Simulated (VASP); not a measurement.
# Si2W (I4/mmm) in VASP: further runs

Runs on Si2W. Level: PBE. Tasks: single point, relaxation of cell and atoms.

All numbers are computed with VASP 6.6.1; they aren't measurements. Logs are shortened: lines on timing, memory, paths and dates and some standing lists are left out, and cuts for length are marked.

## 1. The cell of the first run

The structure is tetragonal, space group I4/mmm (No. 139). Conventional cell: a = 3.231 Å, b = 3.231 Å, c = 7.863 Å, α = 90.00°, β = 90.00°, γ = 90.00°. Si (site symmetry 4mm) has 9 Si at 2.60 to 3.23 Å and 5 W at 2.63 Å within 3.4 Å. Within 3.5 Å of W (site symmetry 4/mmm) lie 10 Si at 2.63 Å and 4 W at 3.23 Å.

## 2. Single point, PBE

Contents of INCAR:

```
SYSTEM = Si2W
  PREC = Accurate
  ENCUT = 520
  EDIFF = 1E-7
  ISMEAR = 0
  SIGMA = 0.02
  LREAL = .False.
  LASPH = .True.
  NELM = 100
  ALGO = Normal
  ISIF = 2
  LWAVE = .False.
  LCHARG = .False.
  GGA = PE
  NBANDS = 18
```

Contents of KPOINTS:

```
Automatic mesh
0
Gamma
  8 8 10
  0 0 0
```

Contents of POSCAR:

```
Si2W
1.0
   -1.6152928746      1.6152928746      3.9314091731
    1.6152928746     -1.6152928746      3.9314091731
    1.6152928746      1.6152928746     -3.9314091731
Si W
2 1
Direct
    0.3348423132      0.3348423132      0.0000000000
    0.6651576868      0.6651576868      0.0000000000
    0.0000000000      0.0000000000      0.0000000000
```

Potentials or basis: VASP PAW PBE potentials, release 64 (Si, W_sv).

On the command line:

```
cat potpaw_PBE.64/Si/POTCAR potpaw_PBE.64/W_sv/POTCAR > POTCAR
mpirun -np 1 vasp_std > vasp.out
```

OUTCAR:

```text
SYSTEM = Si2W
   PREC = Accurate
   ENCUT = 520
   EDIFF = 1E-7
   ISMEAR = 0
   LREAL = .False.
   LASPH = .True.
   NELM = 100
   ISIF = 2
   GGA = PE

 ion  position               nearest neighbor table
   1  0.335  0.335  0.000-   2 2.60   3 2.63   3 2.63   3 2.63   3 2.63   3 2.63   2 2.65   2 2.65
                             2 2.65   2 2.65
   2  0.665  0.665  0.000-   1 2.60   3 2.63   3 2.63   3 2.63   3 2.63   3 2.63   1 2.65   1 2.65
                             1 2.65   1 2.65
   3  0.000  0.000  0.000-   2 2.63   1 2.63   2 2.63   1 2.63   2 2.63   1 2.63   1 2.63   2 2.63
                             1 2.63   2 2.63

  LATTYP: Found a body centered tetragonal cell.
 ALAT       =     3.2305857492
 C/A-ratio  =     2.4338677121

  Lattice vectors:

 A1 = (  -1.6152928746,   1.6152928746,   3.9314091731)
 A2 = (   1.6152928746,  -1.6152928746,   3.9314091731)
 A3 = (   1.6152928746,   1.6152928746,  -3.9314091731)

Analysis of symmetry for initial positions (statically):
=====================================================================
 Subroutine PRICEL returns:
 Original cell was already a primitive cell.

 Routine SETGRP: Setting up the symmetry group for a
 body centered tetragonal supercell.

 Subroutine GETGRP returns: Found 16 space group operations
 (whereof 16 operations were pure point group operations)
 out of a pool of 16 trial point group operations.

The static configuration has the point symmetry D_4h.

Analysis of symmetry for dynamics (positions and initial velocities):
=====================================================================
 Subroutine PRICEL returns:
 Original cell was already a primitive cell.

 Routine SETGRP: Setting up the symmetry group for a
 body centered tetragonal supercell.

 Subroutine GETGRP returns: Found 16 space group operations
 (whereof 16 operations were pure point group operations)
 out of a pool of 16 trial point group operations.

The dynamic configuration has the point symmetry D_4h.

 Subroutine INISYM returns: Found 16 space group operations
 (whereof 16 operations are pure point group operations),
 and found     1 'primitive' translations

----------------------------------------------------------------------------------------

                                     Primitive cell

  volume of cell :      41.0309

  direct lattice vectors                    reciprocal lattice vectors
    -1.615292875  1.615292875  3.931409173     0.000000000  0.309541389  0.127180860
[... 112 lines left out ...]
   EDIFFG = 0.1E-05   stopping-criterion for IOM
   NSW    =      0    number of steps for IOM
   IBRION =     -1    ionic relax: 0-MD 1-quasi-New 2-CG
   NFREE  =      0    steps in history (QN), initial steepest desc. (CG)
   ISIF   =      2    stress and relaxation
   ISYM   =      2    0-nonsym 1-usesym 2-fastsym
   POTIM  = 0.5000    time-step for ionic-motion
   TEBEG  =    0.0;   TEEND  =   0.0 temperature during run
   PSTRESS=    0.0 pullay stress
   NELECT =      22.0000    total number of electrons
   NUPDOWN=      -1.0000    fix difference up-down
   EMIN   =  10.00;   EMAX   =-10.00  energy-range for DOS
   EFERMI =   0.00;   METHOD = LEGACY
   ISMEAR =     0;   SIGMA  =   0.02  broadening in eV -4-tet -1-fermi 0-gaus
   EFERMI_NEDOS =   21; number of points for ismear=-14 and -15
   IALGO  =     38    algorithm
   IMIX   =      4    mixing-type and parameters
     AMIX     =   0.40;   BMIX     =  1.00
     AMIX_MAG =   1.60;   BMIX_MAG =  1.00
  volume/ion in A,a.u.               =      13.68        92.30
  Fermi-wavevector in a.u.,A,eV,Ry     =   1.329981  2.513300 24.066661  1.768850
  Thomas-Fermi vector in A             =   2.459102
   LORBIT       =      0    0 simple, 1 ext, 2 COOP (PROOUT), +10 PAW based schemes
   GGA     = PE    functional components
   LHFCALC =     F    Hartree Fock is set to
   AEXX    =    0.0000 exact exchange contribution
   IVDW    =     0    specifies the selected vdW correction
   LEPSILON=     F    determine dielectric tensor
   LRPA    =     F    only Hartree local field effects (RPA)
 non-spin polarized calculation
 Gauss-broadening in eV      SIGMA  =   0.02
  energy-cutoff  :      520.00
  volume of cell :       41.03
 maximum number of plane-waves:      1142
 NGX is ok and might be reduce to    36
   NGX = 17   NGY = 17   NGZ = 17

 number of electron      22.0000000 magnetization

 Free energy of the ion-electron system (eV)
  ---------------------------------------------------
  ext. energy  EPLUGINS =         0.00000000
  ---------------------------------------------------
  free energy    TOTEN  =       -24.81398227 eV

  energy without entropy =      -24.81383329  energy(sigma->0) =      -24.81390778

 E-fermi :  11.7513     XC(G=0): -12.4586

 val. band max:       11.7468393358   @ k =  -0.2500  -0.3750   0.3000
 cond. band min:      11.7586827882   @ k =  -0.1250  -0.2500   0.2000
 fundamental gap:      0.0118434524
 Fermi energy:        11.7513398134

 k-point     1 :       0.0000    0.0000    0.0000
  band No.  band energies     occupation
      1     -62.1332      2.00000
      2     -26.3774      2.00000
      3     -26.3685      2.00000
      4     -26.3685      2.00000
      5      -2.2037      2.00000
      6       4.9906      2.00000
[... 481 lines left out ...]
      5      -0.0571      2.00000
      6       4.0698      2.00000
[... 10 lines left out ...]
     17      19.1492      0.00000
     18      19.4067      0.00000

 [... further k-points ...]

------------------------ aborting loop because EDIFF is reached ----------------------------------------

  FORCE on cell =-STRESS in cart. coord.  units (eV):
  Direction    XX          YY          ZZ          XY          YZ          ZX
  --------------------------------------------------------------------------------------
  -------------------------------------------------------------------------------------
  Total       -0.0013146     -0.0013146      0.0710348      0.0000000      0.0000000      0.0000000
  in kB       -0.0513325     -0.0513325      2.7737734      0.0000000      0.0000000      0.0000000
  external PRESSURE =       0.8903695 kB  Pullay stress =       0.0000000 kB

 VOLUME and BASIS-vectors are now :
 -----------------------------------------------------------------------------
  energy-cutoff  :      520.00
  volume of cell :       41.03
      direct lattice vectors                 reciprocal lattice vectors
    -1.615292875  1.615292875  3.931409173     0.000000000  0.309541389  0.127180860
     1.615292875 -1.615292875  3.931409173     0.309541389  0.000000000  0.127180860
     1.615292875  1.615292875 -3.931409173     0.309541389  0.309541389  0.000000000

 POSITION                                       TOTAL-FORCE (eV/Angst)
 -----------------------------------------------------------------------------------
      0.00000      0.00000      2.63280         0.000000      0.000000     -0.037858
      0.00000      0.00000      5.23001        -0.000000     -0.000000      0.037858
      0.00000      0.00000      0.00000         0.000000      0.000000      0.000000
 -----------------------------------------------------------------------------------
    total drift:                                0.000000      0.000000     -0.000000

  FREE ENERGIE OF THE ION-ELECTRON SYSTEM (eV)
  ---------------------------------------------------
  free  energy   TOTEN  =       -24.8139822673 eV

  energy  without entropy=      -24.8138332909  energy(sigma->0) =      -24.81390778
```

stdout:

```text
POSCAR found type information on POSCAR SiW
 POSCAR found :  2 types and       3 ions
 scaLAPACK will be used
 LDA part: xc-table for (Slater+PW92), standard interpolation
 -----------------------------------------------------------------------------
|                                                                             |
|           W    W    AA    RRRRR   N    N  II  N    N   GGGG   !!!           |
|           W    W   A  A   R    R  NN   N  II  NN   N  G    G  !!!           |
|           W    W  A    A  R    R  N N  N  II  N N  N  G       !!!           |
|           W WW W  AAAAAA  RRRRR   N  N N  II  N  N N  G  GGG   !            |
|           WW  WW  A    A  R   R   N   NN  II  N   NN  G    G                |
|           W    W  A    A  R    R  N    N  II  N    N   GGGG   !!!           |
|                                                                             |
|     Your reciprocal lattice and k-lattice belong to different lattice       |
|     classes:                                                                |
|                                                                             |
|        The reciprocal lattice is body-centered tetragonal,                  |
|        whereas your k-lattice is base-centered monoclinic.                  |
|                                                                             |
|     Results are often still useful ...                                      |
|                                                                             |
 -----------------------------------------------------------------------------

 POSCAR, INCAR and KPOINTS ok, starting setup
 FFT: planning ... GRIDC
 FFT: planning ... GRID_SOFT
 FFT: planning ... GRID
 WAVECAR not read
 entering main loop
```

Run time: 2.5 min. Hardware: 1 thread of Intel Xeon Platinum 8259CL at 2.50GHz (Skylake/Cascade Lake), shared host; peak memory 0.28 GiB.

What came out:

* Free energy: -24.8140 eV
* Pressure: 0.1 GPa
* Largest force: 0.038 eV/Å
* Band gap on the k mesh: zero (bands 11 and 12 overlap by 1.16 eV)

Forces in eV/Å, atoms in the order of the input:
```
Si   0.000  0.000 -0.038
Si   0.000  0.000  0.038
W    0.000  0.000  0.000
```

Stress tensor (GPa, compression positive):
```
-0.01  0.00  0.00
 0.00 -0.01  0.00
 0.00  0.00  0.28
```

Caveat: spin-orbit coupling is left out, which moves the levels of the heavy elements.

## 3. Relaxation of cell and atoms, PBE

This run uses another cell than the first one, of 13.48 Å³/atom.

Contents of INCAR:

```
SYSTEM = Si2W
ALGO = Normal
EDIFF = 1E-6
EDIFFG = -0.01
ENCUT = 600
GGA = PE
IBRION = 2
ISIF = 3
ISMEAR = 0
LASPH = .TRUE.
LCHARG = .FALSE.
LREAL = .FALSE.
LWAVE = .FALSE.
NELM = 80
NSW = 60
PREC = Accurate
SIGMA = 0.02
```

Contents of KPOINTS:

```
k-points
0
G
  8 8 10
  0 0 0
```

Contents of POSCAR:

```
Si2W
1.0
   -1.6069000000      1.6069000000      3.9149500000
    1.6069000000     -1.6069000000      3.9149500000
    1.6069000000      1.6069000000     -3.9149500000
Si W
2 1
Direct
    0.3347000000      0.3347000000      0.0000000000
    0.6653000000      0.6653000000      0.0000000000
    0.0000000000      0.0000000000      0.0000000000
```

Potentials or basis: VASP PAW PBE potentials, release 64 (Si, W_sv).

On the command line:

```
cat potpaw_PBE.64/Si/POTCAR potpaw_PBE.64/W_sv/POTCAR > POTCAR
mpirun -np 1 vasp_std > vasp.out
```

Run time: 7 min. Hardware: 1 thread of Intel Xeon Platinum 8259CL at 2.50GHz (Skylake/Cascade Lake), shared host; peak memory 0.3 GiB.

Results (log left out):

* Free energy: -24.8143 eV
* Relaxed volume: 13.68 Å³/atom
* Relaxed cell: a = 4.548 Å, b = 4.548 Å, c = 4.548 Å, α = 138.40°, β = 138.40°, γ = 60.29°
* Space group after relaxing (to 0.1 Å): I4/mmm (No. 139)
* Energy gained by relaxing: 2.1 meV/atom
* Ionic steps: 6
* Pressure after relaxing: 0.1 GPa
* Band gap on the k mesh: zero (bands 11 and 12 overlap by 1.17 eV)

Step by step:
```
step  energy change (eV)  largest force (eV/Å)  pressure (GPa)  volume (Å³)
   1              0.0000                0.0614            3.39        40.44
   2              0.0134                0.1085           -5.53        42.13
   3             -0.0064                0.0027           -0.01        41.04
   4             -0.0064                0.0015            0.05        41.03
   5             -0.0064                0.0011            0.06        41.03
   6             -0.0064                0.0012            0.05        41.03
```

Final structure:
```cif
data_structure
_symmetry_space_group_name_H-M 'P 1'
_symmetry_Int_Tables_number 1
_cell_length_a 4.5481
_cell_length_b 4.5481
_cell_length_c 4.5481
_cell_angle_alpha 138.403
_cell_angle_beta 138.403
_cell_angle_gamma 60.286
_cell_volume 41.03
loop_
_atom_site_label
_atom_site_type_symbol
_atom_site_fract_x
_atom_site_fract_y
_atom_site_fract_z
_atom_site_occupancy
Si1 Si 0.33457 0.33457 0.00000 1
Si2 Si 0.66543 0.66543 0.00000 1
W1 W 0.00000 0.00000 0.00000 1
```

Levels at points of the mesh, in eV from the Fermi level:
```csv
k point,band 9,band 10,band 11,band 12,band 13,band 14
"(0.00, 0.00, 0.00)",-2.81,-2.81,0.59,2.64,2.97,3.02
"(0.50, 0.00, 0.00)",-2.76,-2.72,-0.43,2.64,2.74,3.90
"(0.50, 0.50, 0.00)",-4.97,-3.20,-1.76,2.73,2.90,3.05
"(0.50, 0.50, 0.50)",-0.86,-0.86,-0.50,-0.50,0.77,4.44
```

Caveat: spin-orbit coupling is left out, which moves the levels of the heavy elements. Zero-point motion and thermal expansion aren't in these numbers.
